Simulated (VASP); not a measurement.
# Sc in VASP: notebook

Sc is run at these levels: PBEsol; tasks: single point.

All numbers are computed with VASP 6.6.1; they aren't measurements. Logs are shortened: lines on timing, memory, paths and dates and some standing lists are left out, and cuts for length are marked.

### Step 1. The cell of the first run

The structure is tetragonal, space group I4/mmm (No. 139). The conventional cell has a = 3.211 Å, b = 3.211 Å, c = 4.586 Å, α = 90.00°, β = 90.00°, γ = 90.00°. Within 4.2 Å of Sc (site symmetry 4/mmm) lie 12 Sc at 3.21 to 3.23 Å.

### Step 2. Single point, PBEsol (zz strain of +1 %)

INCAR reads:

```
ALGO = Normal
EDIFF = 1E-7
ENCUT = 520
GGA = PS
ISIF = 2
ISMEAR = -1
LASPH = T
LCHARG = T
LELF = T
LREAL = F
LVHAR = T
LWAVE = F
NBANDS = 12
NELM = 80
PREC = Accurate
SIGMA = 0.03
```

KPOINTS reads:

```
k-points
0
Gamma
  12 12 12
```

POSCAR reads:

```
Sc
1.0
    0.0000000000      2.2705000000      2.2932050000
    2.2705000000      0.0000000000      2.2932050000
    2.2705000000      2.2705000000      0.0000000000
Sc
1
Direct
    0.0000000000      0.0000000000      0.0000000000
```

Potentials or basis: VASP PAW PBE potentials, release 64 (Sc_sv).

On the command line:

```
$ cat potpaw_PBE.64/Sc_sv/POTCAR > POTCAR
$ mpirun -np 1 vasp_std > vasp.out
```

OUTCAR:

```text
EDIFF = 1E-7
   ENCUT = 520
   GGA = PS
   ISIF = 2
   ISMEAR = -1
   LASPH = T
   LREAL = F
   NELM = 80
   PREC = Accurate

 ion  position               nearest neighbor table
   1  0.000  0.000  0.000-

  LATTYP: Found a body centered tetragonal cell.
 ALAT       =     3.2109718934
 C/A-ratio  =     1.4283556980

  Lattice vectors:

 A1 = (  -2.2705000000,   0.0000000000,   2.2932050000)
 A2 = (   2.2705000000,   0.0000000000,   2.2932050000)
 A3 = (   0.0000000000,   2.2705000000,  -2.2932050000)

Analysis of symmetry for initial positions (statically):
=====================================================================
 Subroutine PRICEL returns:
 Original cell was already a primitive cell.

 Routine SETGRP: Setting up the symmetry group for a
 body centered tetragonal supercell.

 Subroutine GETGRP returns: Found 16 space group operations
 (whereof 16 operations were pure point group operations)
 out of a pool of 16 trial point group operations.

The static configuration has the point symmetry D_4h.

Analysis of symmetry for dynamics (positions and initial velocities):
=====================================================================
 Subroutine PRICEL returns:
 Original cell was already a primitive cell.

 Routine SETGRP: Setting up the symmetry group for a
 body centered tetragonal supercell.

 Subroutine GETGRP returns: Found 16 space group operations
 (whereof 16 operations were pure point group operations)
 out of a pool of 16 trial point group operations.

The dynamic configuration has the point symmetry D_4h.

 Subroutine INISYM returns: Found 16 space group operations
 (whereof 16 operations are pure point group operations),
 and found     1 'primitive' translations

----------------------------------------------------------------------------------------

                                     Primitive cell

  volume of cell :      23.6437

  direct lattice vectors                    reciprocal lattice vectors
     0.000000000  2.270500000  2.293205000    -0.220215811  0.220215811  0.218035457
     2.270500000  0.000000000  2.293205000     0.220215811 -0.220215811  0.218035457
     2.270500000  2.270500000  0.000000000     0.220215811  0.220215811 -0.218035457

  length of vectors
     3.227066690  3.227066690  3.210971893     0.380170314  0.380170314  0.380170314

  position of ions in fractional coordinates (direct lattice)
     0.000000000  0.000000000  0.000000000

  ion indices of the primitive-cell ions
   primitive index   ion index
                 1           1

----------------------------------------------------------------------------------------

 KPOINTS: k-points

Automatic generation of k-mesh.
 Grid dimensions read from file:
 generate k-points for:   12   12   12

 Generating k-lattice:

  Cartesian coordinates                     Fractional coordinates (reciprocal lattice)
    -0.018351318  0.018351318  0.018169621     0.083333333 -0.000000000  0.000000000
     0.018351318 -0.018351318  0.018169621    -0.000000000  0.083333333  0.000000000
     0.018351318  0.018351318 -0.018169621     0.000000000  0.000000000  0.083333333

  Length of vectors
     0.031680860  0.031680860  0.031680860

  Shift w.r.t. Gamma in fractional coordinates (k-lattice)
     0.000000000  0.000000000  0.000000000

 Subroutine IBZKPT returns following result:
 ===========================================

 Found    163 irreducible k-points:

 Following reciprocal coordinates:
            Coordinates               Weight
  0.000000  0.000000  0.000000      1.000000
  0.083333  0.000000  0.000000      8.000000
  0.166667  0.000000  0.000000      8.000000
  0.250000  0.000000  0.000000      8.000000
  0.333333  0.000000  0.000000      8.000000
  0.416667  0.000000  0.000000      8.000000
[... 16 lines left out ...]
  0.500000  0.166667  0.000000      8.000000
 -0.416667  0.166667  0.000000      8.000000
 [... further k-points ...]
   k-points           NKPTS =    163   k-points in BZ     NKDIM =    163   number of bands    NBANDS=     12
   number of dos      NEDOS =    301   number of ions     NIONS =      1
   total plane-waves  NPLWV =  13824
   dimension x,y,z NGX =    24 NGY =   24 NGZ =   24
   dimension x,y,z NGXF=    48 NGYF=   48 NGZF=   48
   ions per type =               1
   NGX,Y,Z   is equivalent  to a cutoff of  12.36, 12.36, 12.43 a.u.
   NGXF,Y,Z  is equivalent  to a cutoff of  24.73, 24.73, 24.85 a.u.
 SYSTEM =  unknown system
   PREC   = accura    normal or accurate (medium, high low for compatibility)
   ISTART =      0    job   : 0-new  1-cont  2-samecut
   ICHARG =      2    charge: 1-file 2-atom 10-const
   ISPIN  =      1    spin polarized calculation?
   LNONCOLLINEAR =      F non collinear calculations
   LSORBIT =      F    spin-orbit coupling
   LASPH  =      T    aspherical Exc in radial PAW
   ENCUT  =  520.0 eV  38.22 Ry    6.18 a.u.   6.00  6.00  5.97*2*pi/ulx,y,z
   NELM   =     80;   NELMIN=  2; NELMDL= -5     # of ELM steps
   EDIFF  = 0.1E-06   stopping-criterion for ELM
   LREAL  =      F    real-space projection
   EDIFFG = 0.1E-05   stopping-criterion for IOM
   NSW    =      0    number of steps for IOM
   IBRION =     -1    ionic relax: 0-MD 1-quasi-New 2-CG
   NFREE  =      0    steps in history (QN), initial steepest desc. (CG)
   ISIF   =      2    stress and relaxation
   ISYM   =      2    0-nonsym 1-usesym 2-fastsym
   POTIM  = 0.5000    time-step for ionic-motion
   TEBEG  =    0.0;   TEEND  =   0.0 temperature during run
   PSTRESS=    0.0 pullay stress
   NELECT =      11.0000    total number of electrons
   NUPDOWN=      -1.0000    fix difference up-down
   EMIN   =  10.00;   EMAX   =-10.00  energy-range for DOS
   EFERMI =   0.00;   METHOD = LEGACY
   ISMEAR =    -1;   SIGMA  =   0.03  broadening in eV -4-tet -1-fermi 0-gaus
   EFERMI_NEDOS =   21; number of points for ismear=-14 and -15
   IALGO  =     38    algorithm
   IMIX   =      4    mixing-type and parameters
     AMIX     =   0.40;   BMIX     =  1.00
     AMIX_MAG =   1.60;   BMIX_MAG =  1.00
  volume/ion in A,a.u.               =      23.64       159.56
  Fermi-wavevector in a.u.,A,eV,Ry     =   1.268529  2.397172 21.894033  1.609166
  Thomas-Fermi vector in A             =   2.401619
   LORBIT       =      0    0 simple, 1 ext, 2 COOP (PROOUT), +10 PAW based schemes
   GGA     = PS    functional components
   LHFCALC =     F    Hartree Fock is set to
   AEXX    =    0.0000 exact exchange contribution
   IVDW    =     0    specifies the selected vdW correction
   LEPSILON=     F    determine dielectric tensor
   LRPA    =     F    only Hartree local field effects (RPA)
 non-spin polarized calculation
  energy-cutoff  :      520.00
  volume of cell :       23.64
 maximum number of plane-waves:       650
   NGX = 11   NGY = 11   NGZ = 11

 number of electron      10.9999997 magnetization

 Free energy of the ion-electron system (eV)
  ---------------------------------------------------
  ext. energy  EPLUGINS =         0.00000000
  ---------------------------------------------------
  free energy    TOTEN  =        -6.56214328 eV

  energy without entropy =       -6.55720048  energy(sigma->0) =       -6.55967188

 E-fermi :   3.8800     XC(G=0): -10.1591

 val. band max:        3.8629141211   @ k =  -0.4167   0.1667   0.0833
 cond. band min:       3.8853828273   @ k =  -0.1667   0.3333   0.1667
 fundamental gap:      0.0224687061
 Fermi energy:         3.8799934346

 k-point     1 :       0.0000    0.0000    0.0000
  band No.  band energies     occupation
      1     -45.2363      2.00000
      2     -23.7134      2.00000
      3     -23.7130      2.00000
      4     -23.7130      2.00000
      5      -1.3958      2.00000
      6       5.4665      0.00000
      7       5.5339      0.00000
      8       5.5339      0.00000
      9       6.9314      0.00000
     10       7.0116      0.00000
     11      16.6344      0.00000
     12      20.0505      0.00000

 k-point     2 :       0.0833    0.0000    0.0000
  band No.  band energies     occupation
      1     -45.2315      2.00000
      2     -23.7452      2.00000
      3     -23.7176      2.00000
      4     -23.7169      2.00000
      5      -1.2130      2.00000
      6       5.3702      0.00000
      7       5.5606      0.00000
      8       5.6020      0.00000
      9       6.8864      0.00000
     10       6.9618      0.00000
     11      16.8034      0.00000
     12      18.8545      0.00000

 k-point     3 :       0.1667    0.0000    0.0000
  band No.  band energies     occupation
      1     -45.2183      2.00000
      2     -23.8319      2.00000
      3     -23.7292      2.00000
      4     -23.7274      2.00000
      5      -0.6878      2.00000
      6       5.0316      0.00000
      7       5.6877      0.00000
      8       5.7400      0.00000
      9       6.8401      0.00000
     10       6.8966      0.00000
     11      16.4699      0.00000
     12      17.5146      0.00000
[... 286 lines left out ...]
 k-point    23 :       0.5000    0.1667    0.0000
  band No.  band energies     occupation
      1     -45.1584      2.00000
      2     -24.1260      2.00000
      3     -23.8443      2.00000
      4     -23.7956      2.00000
      5       2.4387      2.00000
      6       3.7891      1.90787
      7       4.9532      0.00000
      8       5.9082      0.00000
      9       7.9514      0.00000
     10       8.3871      0.00000
     11      11.1209      0.00000
     12      15.7571      0.00000

 k-point    24 :      -0.4167    0.1667    0.0000
  band No.  band energies     occupation
      1     -45.1569      2.00000
      2     -24.1318      2.00000
      3     -23.8591      2.00000
      4     -23.7863      2.00000
      5       2.5785      2.00000
      6       3.8227      1.74167
      7       4.9164      0.00000
      8       5.8482      0.00000
      9       7.7146      0.00000
     10       8.7179      0.00000
     11      10.9334      0.00000
     12      15.3671      0.00000

 [... further k-points ...]

------------------------ aborting loop because EDIFF is reached ----------------------------------------

  FORCE on cell =-STRESS in cart. coord.  units (eV):
  Direction    XX          YY          ZZ          XY          YZ          ZX
  --------------------------------------------------------------------------------------
  -------------------------------------------------------------------------------------
  Total        0.0060083      0.0060083     -0.0435340      0.0000000      0.0000000      0.0000000
  in kB        0.4071436      0.4071436     -2.9500109      0.0000000      0.0000000      0.0000000
  external PRESSURE =      -0.7119079 kB  Pullay stress =       0.0000000 kB

 VOLUME and BASIS-vectors are now :
 -----------------------------------------------------------------------------
  energy-cutoff  :      520.00
  volume of cell :       23.64
      direct lattice vectors                 reciprocal lattice vectors
     0.000000000  2.270500000  2.293205000    -0.220215811  0.220215811  0.218035457
     2.270500000  0.000000000  2.293205000     0.220215811 -0.220215811  0.218035457
     2.270500000  2.270500000  0.000000000     0.220215811  0.220215811 -0.218035457

 POSITION                                       TOTAL-FORCE (eV/Angst)
 -----------------------------------------------------------------------------------
      0.00000      0.00000      0.00000        -0.000000      0.000000      0.000000
 -----------------------------------------------------------------------------------
    total drift:                               -0.000000      0.000000      0.000000

  FREE ENERGIE OF THE ION-ELECTRON SYSTEM (eV)
  ---------------------------------------------------
  free  energy   TOTEN  =        -6.5621432796 eV

  energy  without entropy=       -6.5572004767  energy(sigma->0) =       -6.55967188
```

Run time: 22 s. Hardware: 1 thread of Intel Xeon Platinum 8259CL at 2.50GHz (Skylake/Cascade Lake), shared host; peak memory 0.16 GiB.

What came out:

| Quantity | Value |
| --- | --- |
| Free energy | -6.5621 eV |
| Pressure | -0.1 GPa |

Caveat: the cell differs from its parent crystal (zz strain of +1 %); the PAW data sets were made with another functional, which shifts forces and pressure a little.

### Step 3. Single point, PBEsol (zz strain of +2 %)

INCAR reads:

```
PREC = Accurate ; ENCUT = 520
EDIFF = 1E-6 ; ISMEAR = -1
SIGMA = 0.03 ; LREAL = F
LASPH = T ; NELM = 80
ALGO = Normal ; ISIF = 2
LWAVE = F ; LCHARG = F
GGA = PS ; NBANDS = 12
```

KPOINTS reads:

```
Automatic mesh
0
Gamma
  12 12 12
```

POSCAR reads:

```
Sc
1.0
    0.0000000000      2.2705000000      2.3159100000
    2.2705000000      0.0000000000      2.3159100000
    2.2705000000      2.2705000000      0.0000000000
Sc
1
Direct
    0.0000000000      0.0000000000      0.0000000000
```

Potentials or basis: VASP PAW PBE potentials, release 64 (Sc_sv).

On the command line:

```
$ cat potpaw_PBE.64/Sc_sv/POTCAR > POTCAR
$ mpirun -np 1 vasp_std > vasp.out
```

Run time: 21 s. Hardware: 1 thread of Intel Xeon Platinum 8259CL at 2.50GHz (Skylake/Cascade Lake), shared host; peak memory 0.17 GiB.

The run converged. Its results:

- Free energy: -6.5613 eV
- Pressure: -0.6 GPa

Stress tensor (GPa, compression positive):
```
-0.38  0.00  0.00
 0.00 -0.38  0.00
 0.00  0.00 -1.06
```

Levels at points of the mesh, in eV from the Fermi level:
| k point | band 1 | band 2 | band 3 | band 4 | band 5 | band 6 | band 7 | band 8 | band 9 | band 10 |
| --- | --- | --- | --- | --- | --- | --- | --- | --- | --- | --- |
| (0.00, 0.00, 0.00) | -49.14 | -27.63 | -27.63 | -27.63 | -5.26 | 1.53 | 1.66 | 1.66 | 2.98 | 3.14 |
| (0.50, 0.00, 0.00) | -49.07 | -28.07 | -27.69 | -27.68 | -1.82 | 0.30 | 1.43 | 1.58 | 3.97 | 4.03 |
| (0.50, 0.50, 0.00) | -49.05 | -28.04 | -27.77 | -27.77 | -1.61 | -0.65 | 1.84 | 4.00 | 4.24 | 4.24 |
| (0.50, 0.00, 0.50) | -49.05 | -28.04 | -27.80 | -27.78 | -1.58 | -0.69 | 2.13 | 3.99 | 4.20 | 4.30 |

Caveat: the cell differs from its parent crystal (zz strain of +2 %); the PAW data sets were made with another functional, which shifts forces and pressure a little.

(Part 1 of 2 ends here.)
